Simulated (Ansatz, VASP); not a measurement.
# NaH: VASP beside Ansatz

```
Na H
1.0
     0.00000    2.39120    2.44000
     2.39120    0.00000    2.44000
     2.39120    2.39120    0.00000
Na H
1 1
Direct
  0.00000 0.00000 0.00000
  0.50000 0.50000 0.50000
```

Change from the starting cell: equal xx and yy strain of -2 %.

Alike in both runs: task single point; functional PBEsol; k mesh 9 × 9 × 9; occupations fermi-dirac, width 0.03 eV; no spin polarisation.

|  | VASP | Ansatz |
| --- | --- | --- |
| version | VASP 6.6.1 | Ansatz 0.2.0 |
| potentials or method | VASP PAW PBE potentials, release 64 (Na_pv, H), cutoff 520 eV | all-electron LAPW, scalar-relativistic |

|  | VASP | Ansatz | Ansatz less VASP |
| --- | --- | --- | --- |
| gap on the k mesh at the Fermi level (eV) | 3.86 | 3.87 | +0.002 |
| pressure (GPa) | -0.3 | -0.3 | +0.02 |
| traceless stress, the component that is largest in VASP (GPa) | -0.44 | -0.43 | +0.005 |

VASP's potentials were made for PBE, not for PBEsol. Ansatz ran all-electron here, and VASP with PAW potentials.
